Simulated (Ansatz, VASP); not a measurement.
**One calculation of NbP, two programs**

```
Nb P
1.0
     3.29228    0.00000    0.00000
    -1.64614    2.85120    0.00000
     0.00000    0.00000    3.32202
Nb P
1 1
Cartesian
  0.0000 1.9008 1.6610
  0.0000 0.0000 0.0000
```

Alike in both runs: functional PBEsol; k mesh 12 × 12 × 12; occupations gaussian, width 0.1 eV; no spin polarisation.

Ansatz relaxed the structure, and its values are those at the end. VASP's run is a single point on that final structure, the one shown.

|  | VASP | Ansatz |
| --- | --- | --- |
| version | VASP 6.6.1 | Ansatz 0.2.0 |
| potentials or method | VASP PAW PBE potentials, release 64 (Nb_sv, P), cutoff 520 eV | scalar-relativistic, plane waves, PAW |
| valence electrons in the cell | 18 | 18 |

|  | VASP | Ansatz | Ansatz less VASP |
| --- | --- | --- | --- |
| gap on the k mesh at the Fermi level (eV) | none | none | - |
| pressure (GPa) | -0.3 | -0.1 | +0.22 |

VASP's potentials were made for PBE, not for PBEsol. A gap of «none» marks a metal or a gap that the smearing closes. The functional is the same, so the differences come from potentials, cutoffs and numerics.
